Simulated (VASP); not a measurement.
## AlGa3N4: single point with PBEsol

AlGa3N4:

```xyz
8
Lattice="4.5793 0.0000 0.0000 0.0000 4.5793 0.0000 0.0000 0.0000 4.4676" Properties=species:S:1:pos:R:3 pbc="T T T"
Al    0.0000    0.0000    0.0000
Ga    2.2897    2.2897    0.0000
Ga    2.2897    0.0000    2.2338
Ga    0.0000    2.2897    2.2338
N     3.4575    3.4575    1.0944
N     3.4575    1.1218    3.3732
N     1.1218    3.4575    3.3732
N     1.1218    1.1218    1.0944
```

This cell differs from its parent crystal: strain +0.025 along x and y, +0.000 along z.

| Property | Result |
| --- | --- |
| Program | VASP 6.6.1 |
| Task | single point |
| Functional | PBEsol |
| Potentials or basis | VASP PAW PBE potentials, release 64 (Al, Ga_d, N) |
| Cutoff | 520 eV |
| k mesh | 6 × 6 × 6 |
| Occupations | gaussian, width 0.05 eV |
| Spin | no spin polarisation |
| Dipole correction | no |
| Further INCAR settings | ALGO = Normal; EDIFF = 1e-06; NBANDS = 41 |

```json
{
  "Pressure": "-8.6 GPa",
  "Largest force": "0.023 eV/Å",
  "Band gap on the k mesh": "1.90 eV, direct"
}
```

Forces on the atoms (eV/Å):
```
Al   0.000  0.000  0.000
Ga   0.000  0.000  0.000
Ga   0.000  0.000  0.000
Ga   0.000  0.000  0.000
N   -0.013 -0.013 -0.014
N   -0.013  0.013  0.014
N    0.013 -0.013  0.014
N    0.013  0.013 -0.014
```

Stress tensor (GPa, compression positive):
```
-9.65  0.00  0.00
 0.00 -9.65  0.00
 0.00  0.00 -6.64
```

Levels at points of the mesh, in eV from the valence-band top:
```csv
k point,band 29,band 30,band 31,band 32,band 33,band 34
"(0.00, 0.00, 0.00)",-0.10,-0.10,0.00,1.90,3.15,3.28
"(0.50, 0.00, 0.00)",-1.40,-1.20,-1.14,4.54,4.63,5.89
"(0.50, 0.50, 0.00)",-1.06,-1.06,-0.77,6.13,6.29,6.29
"(0.00, 0.00, 0.50)",-1.55,-1.29,-1.29,4.61,4.72,6.09
"(0.50, 0.00, 0.50)",-0.94,-0.90,-0.62,6.22,6.34,6.37
"(0.50, 0.50, 0.50)",-0.69,-0.66,-0.66,4.47,4.49,4.49
```

Wall time 71 s on 1 thread of Intel(R) Xeon(R) 6975P-C (Granite Rapids), on a shared host, peak memory 0.27 GiB.

Caveat: the cell differs from its parent crystal (strain +0.025 along x and y, +0.000 along z); the PAW data sets were made with another functional, which shifts forces and pressure a little.
